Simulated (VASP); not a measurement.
Here is a VASP 6.6.1 calculation.

File INCAR:

```
SYSTEM = HgTe
PREC = Accurate ; ENCUT = 520
EDIFF = 1E-8 ; ISMEAR = -1
SIGMA = 0.08 ; LREAL = .FALSE.
LASPH = .TRUE. ; NELM = 60
ALGO = Normal ; ISIF = 2
LWAVE = .FALSE. ; LCHARG = .FALSE.
GGA = PE ; LEFG = .TRUE.
NBANDS = 16
```

Contents of KPOINTS:

```
Automatic mesh
0
G
  12 12 12
  0 0 0
```

File POSCAR:

```
HgTe
1.0
    0.0000000000      2.9215000000      2.9215000000
    2.9215000000      0.0000000000      2.9215000000
    2.9215000000      2.9215000000      0.0000000000
Hg Te
1 1
Direct
    0.0000000000      0.0000000000      0.0000000000
    0.5205373952      0.5205373952      0.4794626048
```

Potentials or basis: VASP PAW PBE potentials, release 64 (Hg, Te).

Launch:

```bash
$ cat potpaw_PBE.64/Hg/POTCAR potpaw_PBE.64/Te/POTCAR > POTCAR
$ mpirun -np 1 vasp_std > vasp.out
```

Question: Estimate the pressure.

Answer: 11.1 GPa.

Question: What does it give for the band gap on the k mesh?

Answer: Zero (band 9 reaches 6.35 eV, above the bottom of band 10 at 3.13 eV).

Question: Estimate the largest force.

Answer: 0.517 eV/Å.

Electric field gradients, principal values (V/Å²):
```tsv
atom	least	middle	greatest (by size)
1 Hg	10.209	10.210	-20.419
2 Te	0.553	0.553	-1.107
```

Caveat: the cell differs from its parent crystal (atom 2 (Te) moved by [0.0, 0.0, 0.12] A); without QUAD_EFG the Cq values of the log hold for a quadrupole moment of 1 mb, not for the nuclei; spin-orbit coupling is left out, which moves the levels of the heavy elements.
